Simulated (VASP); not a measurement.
# Ba3SbS2 (R-3m) in VASP: notebook

Ba3SbS2 is run at these levels: PBE; tasks: single point.

Program: VASP 6.6.1. These are calculated values, not measurements. Logs are shortened: lines on timing, memory, paths and dates and some standing lists are left out, and cuts for length are marked.

## Step 1: The cell of the first run

Symmetry: R-3m, No. 166, trigonal system. The conventional cell has a = 4.503 Å, b = 4.503 Å, c = 37.129 Å, α = 90.00°, β = 90.00°, γ = 120.00°. Within 4.2 Å of Ba (site symmetry 3m) lie 3 S at 3.21 Å and 3 Sb at 3.56 Å. Within 4.2 Å of Ba (site symmetry -3m) lie 6 S at 3.20 Å. Within 4.7 Å of Sb (site symmetry -3m) lie 6 Ba at 3.56 Å and 2 S at 4.32 Å and 6 Sb at 4.50 Å. S (site symmetry 3m) has 6 Ba at 3.20 to 3.21 Å and 1 Sb at 4.32 Å and 9 S at 4.50 to 4.55 Å within 4.6 Å.

The cell was built from a structure type or drawn by symmetry, and may not be a known phase.

## Step 2: Single point, PBE

INCAR

```
ALGO = Normal
EDIFF = 1E-6
ENCUT = 520
GGA = PE
ISIF = 2
ISMEAR = 0
LASPH = T
LCHARG = F
LREAL = F
LWAVE = F
NBANDS = 32
NELM = 60
PREC = Accurate
SIGMA = 0.1
```

KPOINTS

```
k-points
0
Gamma
  3 3 3
```

POSCAR

```
Ba3SbS2
1.0
    2.2516108101      1.2999681073     12.3762403177
   -2.2516108101      1.2999681073     12.3762403177
    0.0000000000     -2.5999362146     12.3762403177
Ba Sb S
3 1 2
Direct
    0.7322248052      0.7322248052      0.7322248052
    0.2677751948      0.2677751948      0.2677751948
    0.5000000000      0.5000000000      0.5000000000
    0.0000000000      0.0000000000      0.0000000000
    0.1163804515      0.1163804515      0.1163804515
    0.8836195485      0.8836195485      0.8836195485
```

Potentials or basis: VASP PAW PBE potentials, release 64 (Ba_sv, Sb, S).

Launch:

```sh
> cat potpaw_PBE.64/Ba_sv/POTCAR potpaw_PBE.64/Sb/POTCAR potpaw_PBE.64/S/POTCAR > POTCAR
> mpirun -np 1 vasp_std > vasp.out
```

OUTCAR:

```text
EDIFF = 1E-6
   ENCUT = 520
   GGA = PE
   ISIF = 2
   ISMEAR = 0
   LASPH = T
   LREAL = F
   NELM = 60
   PREC = Accurate

 ion  position               nearest neighbor table
   1  0.732  0.732  0.732-   5 3.21   5 3.21   5 3.21   4 3.56   4 3.56   4 3.56   3 4.57   3 4.57
                             3 4.57
   2  0.268  0.268  0.268-   6 3.21   6 3.21   6 3.21   4 3.56   4 3.56   4 3.56   3 4.57   3 4.57
                             3 4.57
   3  0.500  0.500  0.500-   5 3.20   6 3.20   5 3.20   5 3.20   6 3.20   6 3.20   1 4.57   2 4.57
                             1 4.57   2 4.57   1 4.57   2 4.57
   4  0.000  0.000  0.000-   1 3.56   2 3.56   1 3.56   1 3.56   2 3.56   2 3.56
   5  0.116  0.116  0.116-   3 3.20   3 3.20   3 3.20   1 3.21   1 3.21   1 3.21
   6  0.884  0.884  0.884-   3 3.20   3 3.20   3 3.20   2 3.21   2 3.21   2 3.21

  LATTYP: Found a trigonal (rhomboedric) cell.
 ALAT       =    12.6463825943
 COS(alpha) =     0.9366007657

  Lattice vectors:

 A1 = (   2.2516108101,   1.2999681073,  12.3762403177)
 A2 = (  -2.2516108101,   1.2999681073,  12.3762403177)
 A3 = (   0.0000000000,  -2.5999362146,  12.3762403177)

Analysis of symmetry for initial positions (statically):
=====================================================================
 Subroutine PRICEL returns:
 Original cell was already a primitive cell.

 Routine SETGRP: Setting up the symmetry group for a
 trigonal (rhombohedral) supercell.

 Subroutine GETGRP returns: Found 12 space group operations
 (whereof 12 operations were pure point group operations)
 out of a pool of 12 trial point group operations.

The static configuration has the point symmetry D_3d.

Analysis of symmetry for dynamics (positions and initial velocities):
=====================================================================
 Subroutine PRICEL returns:
 Original cell was already a primitive cell.

 Routine SETGRP: Setting up the symmetry group for a
 trigonal (rhombohedral) supercell.

 Subroutine GETGRP returns: Found 12 space group operations
 (whereof 12 operations were pure point group operations)
 out of a pool of 12 trial point group operations.

The dynamic configuration has the point symmetry D_3d.

 Subroutine INISYM returns: Found 12 space group operations
 (whereof 12 operations are pure point group operations),
 and found     1 'primitive' translations

----------------------------------------------------------------------------------------

                                     Primitive cell

  volume of cell :     217.3532

  direct lattice vectors                    reciprocal lattice vectors
     2.251610810  1.299968107 12.376240318     0.222063244  0.128208274  0.026933327
    -2.251610810  1.299968107 12.376240318    -0.222063244  0.128208274  0.026933327
     0.000000000 -2.599936215 12.376240318     0.000000000 -0.256416547  0.026933327

  length of vectors
    12.646382594 12.646382594 12.646382594     0.257827170  0.257827170  0.257827170

  position of ions in fractional coordinates (direct lattice)
     0.732224805  0.732224805  0.732224805
     0.267775195  0.267775195  0.267775195
     0.500000000  0.500000000  0.500000000
     0.000000000  0.000000000  0.000000000
     0.116380451  0.116380451  0.116380451
     0.883619549  0.883619549  0.883619549

  ion indices of the primitive-cell ions
   primitive index   ion index
                 1           1
                 2           2
                 3           3
                 4           4
                 5           5
                 6           6

----------------------------------------------------------------------------------------

 KPOINTS: k-points

Automatic generation of k-mesh.
 Grid dimensions read from file:
 generate k-points for:    3    3    3

 Generating k-lattice:

  Cartesian coordinates                     Fractional coordinates (reciprocal lattice)
     0.074021081  0.042736091  0.008977776     0.333333333  0.000000000 -0.000000000
    -0.074021081  0.042736091  0.008977776     0.000000000  0.333333333 -0.000000000
     0.000000000 -0.085472182  0.008977776    -0.000000000 -0.000000000  0.333333333

  Length of vectors
     0.085942390  0.085942390  0.085942390

  Shift w.r.t. Gamma in fractional coordinates (k-lattice)
     0.000000000  0.000000000  0.000000000

 Subroutine IBZKPT returns following result:
 ===========================================

 Found      6 irreducible k-points:

 Following reciprocal coordinates:
            Coordinates               Weight
  0.000000  0.000000  0.000000      1.000000
  0.333333 -0.000000 -0.000000      6.000000
  0.333333  0.333333 -0.000000      6.000000
 -0.333333  0.333333  0.000000      6.000000
  0.333333  0.333333  0.333333      2.000000
 -0.333333  0.333333  0.333333      6.000000
   k-points           NKPTS =      6   k-points in BZ     NKDIM =      6   number of bands    NBANDS=     32
   number of dos      NEDOS =    301   number of ions     NIONS =      6
   total plane-waves  NPLWV = 884736
   dimension x,y,z NGX =    96 NGY =   96 NGZ =   96
   dimension x,y,z NGXF=   192 NGYF=  192 NGZF=  192
   ions per type =               3   1   2
   NGX,Y,Z   is equivalent  to a cutoff of  12.62, 12.62, 12.62 a.u.
   NGXF,Y,Z  is equivalent  to a cutoff of  25.24, 25.24, 25.24 a.u.
 SYSTEM =  unknown system
   PREC   = accura    normal or accurate (medium, high low for compatibility)
   ISTART =      0    job   : 0-new  1-cont  2-samecut
   ICHARG =      2    charge: 1-file 2-atom 10-const
   ISPIN  =      1    spin polarized calculation?
   LNONCOLLINEAR =      F non collinear calculations
   LSORBIT =      F    spin-orbit coupling
   LASPH  =      T    aspherical Exc in radial PAW
   ENCUT  =  520.0 eV  38.22 Ry    6.18 a.u.  23.51 23.51 23.51*2*pi/ulx,y,z
   NELM   =     60;   NELMIN=  2; NELMDL= -5     # of ELM steps
   EDIFF  = 0.1E-05   stopping-criterion for ELM
   LREAL  =      F    real-space projection
   EDIFFG = 0.1E-04   stopping-criterion for IOM
   NSW    =      0    number of steps for IOM
   IBRION =     -1    ionic relax: 0-MD 1-quasi-New 2-CG
   NFREE  =      0    steps in history (QN), initial steepest desc. (CG)
   ISIF   =      2    stress and relaxation
   ISYM   =      2    0-nonsym 1-usesym 2-fastsym
   POTIM  = 0.5000    time-step for ionic-motion
   TEBEG  =    0.0;   TEEND  =   0.0 temperature during run
   PSTRESS=    0.0 pullay stress
   NELECT =      47.0000    total number of electrons
   NUPDOWN=      -1.0000    fix difference up-down
   EMIN   =  10.00;   EMAX   =-10.00  energy-range for DOS
   EFERMI =   0.00;   METHOD = LEGACY
   ISMEAR =     0;   SIGMA  =   0.10  broadening in eV -4-tet -1-fermi 0-gaus
   EFERMI_NEDOS =   21; number of points for ismear=-14 and -15
   IALGO  =     38    algorithm
   IMIX   =      4    mixing-type and parameters
     AMIX     =   0.40;   BMIX     =  1.00
     AMIX_MAG =   1.60;   BMIX_MAG =  1.00
  volume/ion in A,a.u.               =      36.23       244.46
  Fermi-wavevector in a.u.,A,eV,Ry     =   0.982620  1.856882 13.136988  0.965541
  Thomas-Fermi vector in A             =   2.113716
   LORBIT       =      0    0 simple, 1 ext, 2 COOP (PROOUT), +10 PAW based schemes
   GGA     = PE    functional components
   LHFCALC =     F    Hartree Fock is set to
   AEXX    =    0.0000 exact exchange contribution
   IVDW    =     0    specifies the selected vdW correction
   LEPSILON=     F    determine dielectric tensor
   LRPA    =     F    only Hartree local field effects (RPA)
 non-spin polarized calculation
 Gauss-broadening in eV      SIGMA  =   0.10
  energy-cutoff  :      520.00
  volume of cell :      217.35
 maximum number of plane-waves:      5914
 NGX is ok and might be reduce to    96
   NGX = 47   NGY = 47   NGZ = 47

 number of electron      46.9999999 magnetization

 Free energy of the ion-electron system (eV)
  ---------------------------------------------------
  ext. energy  EPLUGINS =         0.00000000
  ---------------------------------------------------
  free energy    TOTEN  =       -27.61645345 eV

  energy without entropy =      -27.57972522  energy(sigma->0) =      -27.59808933

 E-fermi :   3.1108     XC(G=0):  -8.4777

 val. band max:        3.1004267635   @ k =   0.3333   0.3333  -0.0000
 cond. band min:       3.4609424087   @ k =   0.3333   0.3333   0.3333
 fundamental gap:      0.3605156453
 Fermi energy:         3.1108304747

 k-point     1 :       0.0000    0.0000    0.0000
  band No.  band energies     occupation
      1     -24.8014      2.00000
      2     -24.7983      2.00000
      3     -24.6691      2.00000
      4     -10.7070      2.00000
      5     -10.3729      2.00000
      6      -9.9033      2.00000
[... 24 lines left out ...]
     31       6.1373      0.00000
     32       6.4028      0.00000

 k-point     2 :       0.3333   -0.0000   -0.0000
  band No.  band energies     occupation
      1     -24.7792      2.00000
      2     -24.7778      2.00000
      3     -24.6479      2.00000
      4     -10.6387      2.00000
      5     -10.4629      2.00000
      6     -10.2045      2.00000
[... 24 lines left out ...]
     31       6.7239      0.00000
     32       7.1396      0.00000

 k-point     3 :       0.3333    0.3333   -0.0000
  band No.  band energies     occupation
      1     -24.7791      2.00000
      2     -24.7779      2.00000
      3     -24.6479      2.00000
      4     -10.6381      2.00000
      5     -10.4635      2.00000
      6     -10.2089      2.00000
[... 24 lines left out ...]
     31       7.0035      0.00000
     32       7.1779      0.00000

 k-point     4 :      -0.3333    0.3333    0.0000
  band No.  band energies     occupation
      1     -24.7678      2.00000
      2     -24.7678      2.00000
      3     -24.6371      2.00000
      4     -10.5644      2.00000
      5     -10.5477      2.00000
      6     -10.1927      2.00000
[... 24 lines left out ...]
     31       7.0888      0.00000
     32       7.6084      0.00000

 k-point     5 :       0.3333    0.3333    0.3333
  band No.  band energies     occupation
      1     -24.8007      2.00000
      2     -24.7991      2.00000
      3     -24.6690      2.00000
      4     -10.7264      2.00000
      5     -10.3150      2.00000
      6      -9.9113      2.00000
[... 24 lines left out ...]
     31       6.2064      0.00000
     32       6.2621      0.00000

 k-point     6 :      -0.3333    0.3333    0.3333
  band No.  band energies     occupation
      1     -24.7788      2.00000
      2     -24.7782      2.00000
      3     -24.6479      2.00000
      4     -10.6351      2.00000
      5     -10.4700      2.00000
      6     -10.1752      2.00000
[... 24 lines left out ...]
     31       6.9625      0.00000
     32       7.1134      0.00000

------------------------ aborting loop because EDIFF is reached ----------------------------------------

  FORCE on cell =-STRESS in cart. coord.  units (eV):
  Direction    XX          YY          ZZ          XY          YZ          ZX
  --------------------------------------------------------------------------------------
  -------------------------------------------------------------------------------------
  Total        0.6283655      0.6283655      0.8998831      0.0000000      0.0000000      0.0000000
  in kB        4.6318762      4.6318762      6.6333159      0.0000000      0.0000000      0.0000000
  external PRESSURE =       5.2990228 kB  Pullay stress =       0.0000000 kB

 VOLUME and BASIS-vectors are now :
 -----------------------------------------------------------------------------
  energy-cutoff  :      520.00
  volume of cell :      217.35
      direct lattice vectors                 reciprocal lattice vectors
     2.251610810  1.299968107 12.376240318     0.222063244  0.128208274  0.026933327
    -2.251610810  1.299968107 12.376240318    -0.222063244  0.128208274  0.026933327
     0.000000000 -2.599936215 12.376240318     0.000000000 -0.256416547  0.026933327

 POSITION                                       TOTAL-FORCE (eV/Angst)
 -----------------------------------------------------------------------------------
      0.00000      0.00000     27.18657        -0.000000     -0.000000     -0.003967
      0.00000      0.00000      9.94215        -0.000000     -0.000000      0.003967
      0.00000      0.00000     18.56436         0.000000      0.000000      0.000000
      0.00000      0.00000      0.00000        -0.000000     -0.000000      0.000000
      0.00000      0.00000      4.32106        -0.000000     -0.000000     -0.006981
      0.00000      0.00000     32.80766        -0.000000      0.000000      0.006981
 -----------------------------------------------------------------------------------
    total drift:                                0.000000      0.000000     -0.000000

  FREE ENERGIE OF THE ION-ELECTRON SYSTEM (eV)
  ---------------------------------------------------
  free  energy   TOTEN  =       -27.6164534455 eV

  energy  without entropy=      -27.5797252221  energy(sigma->0) =      -27.59808933
```

Run time: 19 min. Hardware: 1 thread of Oxide Virtual Turin-like, shared host; peak memory 1.4 GiB.

Results:

```
Free energy            : -27.6165 eV
Pressure               : 0.5 GPa
Largest force          : 0.007 eV/Å
Band gap on the k mesh : zero (an odd number of electrons rules out a gap without spin polarisation)
```

Forces on the atoms (eV/Å):
```
Ba   0.000  0.000 -0.004
Ba   0.000  0.000  0.004
Ba   0.000  0.000  0.000
Sb   0.000  0.000  0.000
S    0.000  0.000 -0.007
S    0.000  0.000  0.007
```

Caveat: the k points lie up to 0.54 Å⁻¹ apart, too coarse for converged energies and pressures of a metal; spin-orbit coupling is left out, which moves the levels of the heavy elements.

## Step 3: Single point, PBE

This run uses another cell than the first one, of 38.67 Å³/atom.

INCAR

```
PREC = Accurate ; ENCUT = 520
EDIFF = 1E-6 ; ISMEAR = 0
SIGMA = 0.1 ; LREAL = False
LASPH = True ; NELM = 60
ALGO = Normal ; ISIF = 2
LWAVE = False ; LCHARG = False
GGA = PE ; NBANDS = 32
```

KPOINTS

```
Automatic mesh
0
Gamma
  3 3 3
```

POSCAR

```
Ba3SbS2
1.0
    3.0534294700      1.7628983300      7.1840173900
   -3.0534294700      1.7628983300      7.1840173900
    0.0000000000     -3.5257966600      7.1840173900
Ba Sb S
3 1 2
Direct
    0.6860436700      0.6860436700      0.6860436700
    0.3139563300      0.3139563300      0.3139563300
    0.5000000000      0.5000000000      0.5000000000
    0.0000000000      0.0000000000      0.0000000000
    0.1966646300      0.1966646300      0.1966646300
    0.8033353700      0.8033353700      0.8033353700
```

Potentials or basis: VASP PAW PBE potentials, release 64 (Ba_sv, Sb, S).

Launch:

```sh
> cat potpaw_PBE.64/Ba_sv/POTCAR potpaw_PBE.64/Sb/POTCAR potpaw_PBE.64/S/POTCAR > POTCAR
> mpirun -np 1 vasp_std > vasp.out
```

Run time: 3.9 min. Hardware: 1 thread of Oxide Virtual Turin-like, shared host; peak memory 0.43 GiB.

Results (log left out):

* Free energy: -22.0918 eV
* Pressure: 1.8 GPa
* Largest force: 1.917 eV/Å
* Band gap on the k mesh: zero (an odd number of electrons rules out a gap without spin polarisation)

Forces in eV/Å, atoms in the order of the input:
```
Ba   0.000  0.000 -1.529
Ba   0.000  0.000  1.529
Ba   0.000  0.000  0.000
Sb   0.000  0.000  0.000
S    0.000  0.000 -1.917
S    0.000  0.000  1.917
```

Stress tensor (GPa, compression positive):
```
-1.55  0.00  0.00
 0.00 -1.55  0.00
 0.00  0.00  8.49
```

Levels at points of the mesh, in eV from the Fermi level:
| k point | band 21 | band 22 | band 23 | band 24 | band 25 | band 26 |
| --- | --- | --- | --- | --- | --- | --- |
| (0.00, 0.00, 0.00) | -1.10 | -0.72 | -0.72 | -0.18 | 1.33 | 2.02 |

Caveat: the k points lie up to 0.41 Å⁻¹ apart, too coarse for converged energies and pressures of a metal; spin-orbit coupling is left out, which moves the levels of the heavy elements; forces of over 1 eV/Å act on the atoms, so gaps and moduli don't describe the material at rest.
